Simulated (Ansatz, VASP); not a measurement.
## Two plane-wave programs on SrFeO4

```xyz
6
Lattice="5.3197 0.0000 0.0000 -2.6598 4.6070 0.0000 0.0000 0.0000 2.8710" Properties=species:S:1:pos:R:3 pbc="T T T"
Sr    0.0000    0.0000    0.0000
Fe    0.0000    3.0713    0.0000
O     2.6598    1.5357    0.0000
O     0.0000    4.4301    1.4355
O    -1.1767    2.3920    1.4355
O     1.1767    2.3920    1.4355
```

Change from the starting cell: species swapped into the HoCu4Ni type (P-6m2, No. 187).

Alike in both runs: functional PBE; k mesh 6 × 6 × 4; occupations gaussian, width 0.1 eV; collinear spin.

Ansatz relaxed the structure, and its values are those at the end. VASP's run is a single point on that final structure, the one shown.

|  | VASP | Ansatz |
| --- | --- | --- |
| version | VASP 6.6.1 | Ansatz 0.2.0 |
| potentials or method | VASP PAW PBE potentials, release 64 (Sr_sv, Fe, O), cutoff 520 eV | scalar-relativistic, plane waves, PAW |
| valence electrons in the cell | 42 | 50 |

```tsv
	VASP	Ansatz	Ansatz less VASP
gap on the k mesh at the Fermi level (eV)	none	none	-
pressure (GPa)	0.7	0.3	-0.41
rms of the force components (eV/Å)	0.041	0.002	-0.0384
net moment per atom (μB)	0.22	0.22	+0.002
size of the moment on the site where the two differ most (μB)	2.59	2.44	-0.152
```

Site moments also hang on the region over which each program counts them. A gap of «none» marks a metal or a gap that the smearing closes. With one functional, cell and mesh, what is left measures potentials, basis and numerics. VASP's potentials hold 42 valence electrons a cell and Ansatz's 50, so a difference there can come from the potentials and not from the codes.

The k mesh is coarse, so the values compare programs but aren't converged.
